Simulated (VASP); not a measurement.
# AlGa2Sb3 (P6/mmm) in VASP: a series of runs

AlGa2Sb3 is run at these levels: PBE; tasks: single point, relaxation of cell and atoms.

All numbers are computed with VASP 6.6.1; they aren't measurements. Logs are shortened: lines on timing, memory, paths and dates and some standing lists are left out, and cuts for length are marked.

## 1. The cell of the first run

The structure is hexagonal, space group P6/mmm (No. 191). The conventional cell has a = 6.130 Å, b = 6.130 Å, c = 4.345 Å, α = 90.00°, β = 90.00°, γ = 120.00°. Al (site symmetry 6/mmm) has 6 Ga at 3.54 Å and 12 Sb at 3.76 Å and 2 Al at 4.34 Å within 4.7 Å. Ga (site symmetry -6m2) has 6 Sb at 2.80 Å and 3 Al at 3.54 Å and 3 Ga at 3.54 Å within 3.7 Å. Sb (site symmetry mmm) has 4 Ga at 2.80 Å and 4 Sb at 3.06 Å and 4 Al at 3.76 Å within 3.8 Å.

The cell was generated, and may not be a known phase.

## 2. Single point, PBE

File INCAR:

```
PREC     = Accurate       # precision mode
ENCUT    = 520            # plane-wave cutoff, eV
EDIFF    = 1E-6           # SCF threshold, eV
ISMEAR   = 0              # smearing method
SIGMA    = 0.1            # smearing width, eV
LREAL    = False          # projectors in reciprocal space
LASPH    = True           # aspherical terms in the spheres
NELM     = 100            # most SCF steps
ALGO     = Normal         # electronic algorithm
ISIF     = 2              # what is computed and relaxed
LWAVE    = False          # write WAVECAR
LCHARG   = False          # write CHGCAR
GGA      = PE             # functional
NBANDS   = 31             # bands
```

File KPOINTS:

```
regular mesh
0
Gamma
  3 3 4
```

File POSCAR:

```
AlGa2Sb3
1.0
    6.1296802100      0.0000000000      0.0000000000
   -3.0648401000      5.3084587800      0.0000000000
    0.0000000000      0.0000000000      4.3446814000
Al Ga Sb
1 2 3
Direct
    0.0000000000      0.0000000000      0.0000000000
    0.3333333300      0.6666666700      0.0000000000
    0.6666666700      0.3333333300      0.0000000000
    0.5000000000      0.0000000000      0.5000000000
    0.0000000000      0.5000000000      0.5000000000
    0.5000000000      0.5000000000      0.5000000000
```

Potentials or basis: VASP PAW PBE potentials, release 64 (Al, Ga_d, Sb).

Started as:

```console
> cat potpaw_PBE.64/Al/POTCAR potpaw_PBE.64/Ga_d/POTCAR potpaw_PBE.64/Sb/POTCAR > POTCAR
> mpirun -np 1 vasp_std > vasp.out
```

OUTCAR:

```text
PREC = Accurate
   ENCUT = 520
   EDIFF = 1E-6
   ISMEAR = 0
   LREAL = False
   LASPH = True
   NELM = 100
   ISIF = 2
   GGA = PE

 ion  position               nearest neighbor table
   1  0.000  0.000  0.000-
   2  0.333  0.667  0.000-   4 2.80   4 2.80   5 2.80   5 2.80   6 2.80   6 2.80
   3  0.667  0.333  0.000-   4 2.80   4 2.80   5 2.80   5 2.80   6 2.80   6 2.80
   4  0.500  0.000  0.500-   2 2.80   3 2.80   2 2.80   3 2.80   6 3.06   6 3.06   5 3.06   5 3.06

   5  0.000  0.500  0.500-   2 2.80   3 2.80   2 2.80   3 2.80   6 3.06   6 3.06   4 3.06   4 3.06

   6  0.500  0.500  0.500-   2 2.80   3 2.80   2 2.80   3 2.80   4 3.06   4 3.06   5 3.06   5 3.06

  LATTYP: Found a hexagonal cell.
 ALAT       =     6.1296802100
 C/A-ratio  =     0.7087941379

  Lattice vectors:

 A1 = (   6.1296802100,   0.0000000000,   0.0000000000)
 A2 = (  -3.0648401000,   5.3084587800,   0.0000000000)
 A3 = (   0.0000000000,   0.0000000000,   4.3446814000)

Analysis of symmetry for initial positions (statically):
=====================================================================
 Subroutine PRICEL returns:
 Original cell was already a primitive cell.

 Routine SETGRP: Setting up the symmetry group for a
 hexagonal supercell.

 Subroutine GETGRP returns: Found 24 space group operations
 (whereof 24 operations were pure point group operations)
 out of a pool of 24 trial point group operations.

The static configuration has the point symmetry D_6h.

Analysis of symmetry for dynamics (positions and initial velocities):
=====================================================================
 Subroutine PRICEL returns:
 Original cell was already a primitive cell.

 Routine SETGRP: Setting up the symmetry group for a
 hexagonal supercell.

 Subroutine GETGRP returns: Found 24 space group operations
 (whereof 24 operations were pure point group operations)
 out of a pool of 24 trial point group operations.

The dynamic configuration has the point symmetry D_6h.

 Subroutine INISYM returns: Found 24 space group operations
 (whereof 24 operations are pure point group operations),
 and found     1 'primitive' translations

----------------------------------------------------------------------------------------

                                     Primitive cell

  volume of cell :     141.3723

  direct lattice vectors                    reciprocal lattice vectors
     6.129680210  0.000000000  0.000000000     0.163140648  0.094189297  0.000000000
    -3.064840100  5.308458780  0.000000000     0.000000000  0.188378594  0.000000000
     0.000000000  0.000000000  4.344681400     0.000000000  0.000000000  0.230166474

  length of vectors
     6.129680210  6.129680208  4.344681400     0.188378594  0.188378594  0.230166474

  position of ions in fractional coordinates (direct lattice)
     0.000000000  0.000000000  0.000000000
     0.333333330  0.666666670  0.000000000
     0.666666670  0.333333330  0.000000000
     0.500000000  0.000000000  0.500000000
     0.000000000  0.500000000  0.500000000
     0.500000000  0.500000000  0.500000000

  ion indices of the primitive-cell ions
   primitive index   ion index
                 1           1
                 2           2
                 3           3
                 4           4
                 5           5
                 6           6

----------------------------------------------------------------------------------------

 KPOINTS: regular mesh

Automatic generation of k-mesh.
 Grid dimensions read from file:
 generate k-points for:    3    3    4

 Generating k-lattice:

  Cartesian coordinates                     Fractional coordinates (reciprocal lattice)
     0.054380216  0.031396432  0.000000000     0.333333333  0.000000000  0.000000000
     0.000000000  0.062792865  0.000000000     0.000000000  0.333333333  0.000000000
     0.000000000  0.000000000  0.057541619     0.000000000  0.000000000  0.250000000

  Length of vectors
     0.062792865  0.062792865  0.057541619

  Shift w.r.t. Gamma in fractional coordinates (k-lattice)
     0.000000000  0.000000000  0.000000000

 Subroutine IBZKPT returns following result:
 ===========================================

 Found      9 irreducible k-points:

 Following reciprocal coordinates:
            Coordinates               Weight
  0.000000  0.000000  0.000000      1.000000
  0.333333  0.000000  0.000000      6.000000
  0.333333  0.333333  0.000000      2.000000
  0.000000  0.000000  0.250000      2.000000
  0.333333  0.000000  0.250000     12.000000
  0.333333  0.333333  0.250000      4.000000
  0.000000  0.000000  0.500000      1.000000
  0.333333  0.000000  0.500000      6.000000
  0.333333  0.333333  0.500000      2.000000
   k-points           NKPTS =      9   k-points in BZ     NKDIM =      9   number of bands    NBANDS=     31
   number of dos      NEDOS =    301   number of ions     NIONS =      6
   total plane-waves  NPLWV =  73728
   dimension x,y,z NGX =    48 NGY =   48 NGZ =   32
   dimension x,y,z NGXF=    96 NGYF=   96 NGZF=   64
   ions per type =               1   2   3
   NGX,Y,Z   is equivalent  to a cutoff of  13.02, 13.02, 12.24 a.u.
   NGXF,Y,Z  is equivalent  to a cutoff of  26.04, 26.04, 24.49 a.u.
 SYSTEM =  unknown system
   PREC   = accura    normal or accurate (medium, high low for compatibility)
   ISTART =      0    job   : 0-new  1-cont  2-samecut
   ICHARG =      2    charge: 1-file 2-atom 10-const
   ISPIN  =      1    spin polarized calculation?
   LNONCOLLINEAR =      F non collinear calculations
   LSORBIT =      F    spin-orbit coupling
   LASPH  =      T    aspherical Exc in radial PAW
   ENCUT  =  520.0 eV  38.22 Ry    6.18 a.u.  11.40 11.40  8.08*2*pi/ulx,y,z
   NELM   =    100;   NELMIN=  2; NELMDL= -5     # of ELM steps
   EDIFF  = 0.1E-05   stopping-criterion for ELM
   LREAL  =      F    real-space projection
   EDIFFG = 0.1E-04   stopping-criterion for IOM
   NSW    =      0    number of steps for IOM
   IBRION =     -1    ionic relax: 0-MD 1-quasi-New 2-CG
   NFREE  =      0    steps in history (QN), initial steepest desc. (CG)
   ISIF   =      2    stress and relaxation
   ISYM   =      2    0-nonsym 1-usesym 2-fastsym
   POTIM  = 0.5000    time-step for ionic-motion
   TEBEG  =    0.0;   TEEND  =   0.0 temperature during run
   PSTRESS=    0.0 pullay stress
   NELECT =      44.0000    total number of electrons
   NUPDOWN=      -1.0000    fix difference up-down
   EMIN   =  10.00;   EMAX   =-10.00  energy-range for DOS
   EFERMI =   0.00;   METHOD = LEGACY
   ISMEAR =     0;   SIGMA  =   0.10  broadening in eV -4-tet -1-fermi 0-gaus
   EFERMI_NEDOS =   21; number of points for ismear=-14 and -15
   IALGO  =     38    algorithm
   IMIX   =      4    mixing-type and parameters
     AMIX     =   0.40;   BMIX     =  1.00
     AMIX_MAG =   1.60;   BMIX_MAG =  1.00
  volume/ion in A,a.u.               =      23.56       159.00
  Fermi-wavevector in a.u.,A,eV,Ry     =   1.109441  2.096540 16.746866  1.230860
  Thomas-Fermi vector in A             =   2.245981
   LORBIT       =      0    0 simple, 1 ext, 2 COOP (PROOUT), +10 PAW based schemes
   GGA     = PE    functional components
   LHFCALC =     F    Hartree Fock is set to
   AEXX    =    0.0000 exact exchange contribution
   IVDW    =     0    specifies the selected vdW correction
   LEPSILON=     F    determine dielectric tensor
   LRPA    =     F    only Hartree local field effects (RPA)
 non-spin polarized calculation
 Gauss-broadening in eV      SIGMA  =   0.10
  energy-cutoff  :      520.00
  volume of cell :      141.37
 maximum number of plane-waves:      3892
 NGX is ok and might be reduce to    48
   NGX = 23   NGY = 23   NGZ = 17

 number of electron      44.0000003 magnetization

 Free energy of the ion-electron system (eV)
  ---------------------------------------------------
  ext. energy  EPLUGINS =         0.00000000
  ---------------------------------------------------
  free energy    TOTEN  =       -18.30755854 eV

  energy without entropy =      -18.30060113  energy(sigma->0) =      -18.30407984

 E-fermi :   7.5345     XC(G=0): -10.1035

 val. band max:        7.4812354818   @ k =   0.0000   0.0000   0.0000
 cond. band min:       7.6447377474   @ k =   0.3333   0.3333   0.2500
 fundamental gap:      0.1635022656
 Fermi energy:         7.5344796753

 k-point     1 :       0.0000    0.0000    0.0000
  band No.  band energies     occupation
      1      -7.7905      2.00000
      2      -7.7260      2.00000
      3      -7.7230      2.00000
      4      -7.7230      2.00000
      5      -7.6830      2.00000
      6      -7.6830      2.00000
[... 23 lines left out ...]
     30      10.4504      0.00000
     31      10.7555      0.00000

 k-point     2 :       0.3333    0.0000    0.0000
  band No.  band energies     occupation
      1      -7.7730      2.00000
      2      -7.7367      2.00000
      3      -7.7240      2.00000
      4      -7.7156      2.00000
      5      -7.6914      2.00000
      6      -7.6821      2.00000
[... 23 lines left out ...]
     30      11.2468      0.00000
     31      11.5103      0.00000

 k-point     3 :       0.3333    0.3333    0.0000
  band No.  band energies     occupation
      1      -7.7533      2.00000
      2      -7.7533      2.00000
      3      -7.7251      2.00000
      4      -7.7036      2.00000
      5      -7.7036      2.00000
      6      -7.6853      2.00000
[... 23 lines left out ...]
     30      11.6105      0.00000
     31      11.6105      0.00000

 k-point     4 :       0.0000    0.0000    0.2500
  band No.  band energies     occupation
      1      -7.7440      2.00000
      2      -7.7410      2.00000
      3      -7.7410      2.00000
      4      -7.6996      2.00000
      5      -7.6933      2.00000
      6      -7.6933      2.00000
[... 125 lines left out ...]
     30      12.9266      0.00000
     31      12.9266      0.00000

 k-point     8 :       0.3333    0.0000    0.5000
  band No.  band energies     occupation
      1      -7.7622      2.00000
      2      -7.7531      2.00000
      3      -7.7175      2.00000
      4      -7.7002      2.00000
      5      -7.6977      2.00000
      6      -7.6835      2.00000
[... 23 lines left out ...]
     30      13.1496      0.00000
     31      13.1807      0.00000

 k-point     9 :       0.3333    0.3333    0.5000
  band No.  band energies     occupation
      1      -7.7671      2.00000
      2      -7.7369      2.00000
      3      -7.7369      2.00000
      4      -7.6972      2.00000
      5      -7.6907      2.00000
      6      -7.6907      2.00000
[... 23 lines left out ...]
     30      12.7528      0.00000
     31      12.7532      0.00000

------------------------ aborting loop because EDIFF is reached ----------------------------------------

  FORCE on cell =-STRESS in cart. coord.  units (eV):
  Direction    XX          YY          ZZ          XY          YZ          ZX
  --------------------------------------------------------------------------------------
  -------------------------------------------------------------------------------------
  Total       10.3361693     10.3361693     10.6941048      0.0000000     -0.0000000      0.0000000
  in kB      117.1402093    117.1402094    121.1967056      0.0000001     -0.0000000      0.0000000
  external PRESSURE =     118.4923747 kB  Pullay stress =       0.0000000 kB

 VOLUME and BASIS-vectors are now :
 -----------------------------------------------------------------------------
  energy-cutoff  :      520.00
  volume of cell :      141.37
      direct lattice vectors                 reciprocal lattice vectors
     6.129680210  0.000000000  0.000000000     0.163140648  0.094189297  0.000000000
    -3.064840100  5.308458780  0.000000000     0.000000000  0.188378594  0.000000000
     0.000000000  0.000000000  4.344681400     0.000000000  0.000000000  0.230166474

 POSITION                                       TOTAL-FORCE (eV/Angst)
 -----------------------------------------------------------------------------------
      0.00000      0.00000      0.00000        -0.000000      0.000000      0.000000
     -0.00000      3.53897      0.00000         0.000000     -0.000000     -0.000000
      3.06484      1.76949      0.00000        -0.000000      0.000000      0.000000
      3.06484      0.00000      2.17234        -0.000000      0.000000      0.000000
     -1.53242      2.65423      2.17234        -0.000000      0.000000      0.000000
      1.53242      2.65423      2.17234        -0.000000      0.000000      0.000000
 -----------------------------------------------------------------------------------
    total drift:                               -0.000000      0.000000     -0.000000

  FREE ENERGIE OF THE ION-ELECTRON SYSTEM (eV)
  ---------------------------------------------------
  free  energy   TOTEN  =       -18.3075585423 eV

  energy  without entropy=      -18.3006011278  energy(sigma->0) =      -18.30407984
```

It took 49 s on 1 thread of Intel Xeon Platinum 8375C at 2.90GHz (Ice Lake), shared host; peak memory 0.26 GiB.

Results:

```yaml
Free_energy: -18.3076 eV
Pressure: 11.8 GPa
Band_gap_on_the_k_mesh: zero (bands 22 and 23 overlap by 1.39 eV)
```

Levels at points of the mesh, in eV from the Fermi level:
```csv
k point,band 18,band 19,band 20,band 21,band 22,band 23,band 24,band 25,band 26,band 27
"(0.00, 0.00, 0.00)",-4.43,-3.46,-0.30,-0.05,-0.05,0.42,1.80,1.80,2.14,2.14
"(0.00, 0.00, 0.50)",-4.06,-3.85,-3.85,-3.18,-1.17,-1.17,-0.73,3.65,4.16,4.16
```

Caveat: the k points lie up to 0.39 Å⁻¹ apart, too coarse for converged energies and pressures of a metal; spin-orbit coupling is left out, which moves the levels of the heavy elements.

## 3. Single point, PBE

This run uses another cell than the first one, of 28.20 Å³/atom.

File INCAR:

```
ALGO = Normal
EDIFF = 1E-7
ENCUT = 520
GGA = PE
ISIF = 2
ISMEAR = 0
LASPH = True
LCHARG = True
LELF = True
LREAL = False
LVHAR = True
LWAVE = False
NBANDS = 31
NELM = 60
PREC = Accurate
SIGMA = 0.1
```

File KPOINTS:

```
k-points
0
Gamma
  3 3 4
```

File POSCAR:

```
AlGa2Sb3
1.0
    5.9948901170     -0.0000000028      0.0000000000
   -2.9974450560      5.1917271356      0.0000000000
    0.0000000000      0.0000000000      5.4361064249
Al Ga Sb
1 2 3
Direct
    0.0000000000      0.0000000000      0.0000000000
    0.3333333333      0.6666666667      0.0000000000
    0.6666666667      0.3333333333      0.0000000000
    0.5000000000      0.0000000000      0.5000000000
    0.0000000000      0.5000000000      0.5000000000
    0.5000000000      0.5000000000      0.5000000000
```

Potentials or basis: VASP PAW PBE potentials, release 64 (Al, Ga_d, Sb).

Started as:

```console
> cat potpaw_PBE.64/Al/POTCAR potpaw_PBE.64/Ga_d/POTCAR potpaw_PBE.64/Sb/POTCAR > POTCAR
> mpirun -np 1 vasp_std > vasp.out
```

OUTCAR:

```text
EDIFF = 1E-7
   ENCUT = 520
   GGA = PE
   ISIF = 2
   ISMEAR = 0
   LASPH = True
   LREAL = False
   NELM = 60
   PREC = Accurate

 ion  position               nearest neighbor table
   1  0.000  0.000  0.000-
   2  0.333  0.667  0.000-   4 3.22   4 3.22   5 3.22   5 3.22   6 3.22   6 3.22
   3  0.667  0.333  0.000-   4 3.22   4 3.22   5 3.22   5 3.22   6 3.22   6 3.22
   4  0.500  0.000  0.500-   6 3.00   6 3.00   5 3.00   5 3.00   2 3.22   3 3.22   2 3.22   3 3.22

   5  0.000  0.500  0.500-   6 3.00   6 3.00   4 3.00   4 3.00   2 3.22   3 3.22   2 3.22   3 3.22

   6  0.500  0.500  0.500-   4 3.00   4 3.00   5 3.00   5 3.00   2 3.22   3 3.22   2 3.22   3 3.22

  LATTYP: Found a hexagonal cell.
 ALAT       =     5.9948901170
 C/A-ratio  =     0.9067900026

  Lattice vectors:

 A1 = (   5.9948901170,  -0.0000000028,   0.0000000000)
 A2 = (  -2.9974450560,   5.1917271356,   0.0000000000)
[... 165 lines left out ...]
  free energy    TOTEN  =       -20.11311225 eV

  energy without entropy =      -20.10478513  energy(sigma->0) =      -20.10894869

 E-fermi :   5.4729     XC(G=0):  -9.3422

 val. band max:        5.3693050086   @ k =   0.3333   0.3333   0.5000
 cond. band min:       5.4787102089   @ k =   0.0000   0.0000   0.0000
 fundamental gap:      0.1094052003
 Fermi energy:         5.4728984069

 k-point     1 :       0.0000    0.0000    0.0000
  band No.  band energies     occupation
      1      -9.2779      2.00000
      2      -9.2478      2.00000
      3      -9.2478      2.00000
      4      -9.2383      2.00000
      5      -9.2345      2.00000
      6      -9.2345      2.00000
[... 295 lines left out ...]
     30       8.6281      0.00000
     31       9.7901      0.00000

------------------------ aborting loop because EDIFF is reached ----------------------------------------

  FORCE on cell =-STRESS in cart. coord.  units (eV):
  Direction    XX          YY          ZZ          XY          YZ          ZX
  --------------------------------------------------------------------------------------
  -------------------------------------------------------------------------------------
  Total       -0.0959636     -0.0959636      0.0123068     -0.0000000      0.0000000      0.0000000
  in kB       -0.9087328     -0.9087328      0.1165398     -0.0000000      0.0000000      0.0000000
  external PRESSURE =      -0.5669753 kB  Pullay stress =       0.0000000 kB

 VOLUME and BASIS-vectors are now :
 -----------------------------------------------------------------------------
  energy-cutoff  :      520.00
  volume of cell :      169.19
      direct lattice vectors                 reciprocal lattice vectors
     5.994890117 -0.000000003  0.000000000     0.166808729  0.096307064  0.000000000
    -2.997445056  5.191727136  0.000000000     0.000000000  0.192614129  0.000000000
     0.000000000  0.000000000  5.436106425     0.000000000  0.000000000  0.183955192

 POSITION                                       TOTAL-FORCE (eV/Angst)
 -----------------------------------------------------------------------------------
      0.00000      0.00000      0.00000        -0.000000     -0.000000      0.000000
      0.00000      3.46115      0.00000        -0.000000     -0.000000      0.000000
      2.99745      1.73058      0.00000         0.000000      0.000000      0.000000
      2.99745     -0.00000      2.71805        -0.000000     -0.000000      0.000000
     -1.49872      2.59586      2.71805        -0.000000     -0.000000      0.000000
      1.49872      2.59586      2.71805        -0.000000     -0.000000      0.000000
 -----------------------------------------------------------------------------------
    total drift:                               -0.000000      0.000000      0.000000

  FREE ENERGIE OF THE ION-ELECTRON SYSTEM (eV)
  ---------------------------------------------------
  free  energy   TOTEN  =       -20.1131122465 eV

  energy  without entropy=      -20.1047851339  energy(sigma->0) =      -20.10894869
```

stdout:

```text
POSCAR found type information on POSCAR AlGaSb
 POSCAR found :  3 types and       6 ions
 scaLAPACK will be used
 LDA part: xc-table for (Slater+PW92), standard interpolation
 POSCAR, INCAR and KPOINTS ok, starting setup
 FFT: planning ... GRIDC
 FFT: planning ... GRID_SOFT
 FFT: planning ... GRID
 WAVECAR not read
 entering main loop
```

Wall time 81 s (1 thread of Intel Xeon Platinum 8375C at 2.90GHz (Ice Lake), shared host); peak memory 0.3 GiB.

What came out:

- Free energy: -20.1131 eV
- Pressure: -0.1 GPa
- Band gap on the k mesh: zero (bands 22 and 23 overlap by 1.30 eV)

Caveat: the k points lie up to 0.40 Å⁻¹ apart, too coarse for converged energies and pressures of a metal; spin-orbit coupling is left out, which moves the levels of the heavy elements.

(Part 1 of 3 ends here.)

The gap in the log of VASP goes by the Fermi energy; the results here count the filled bands.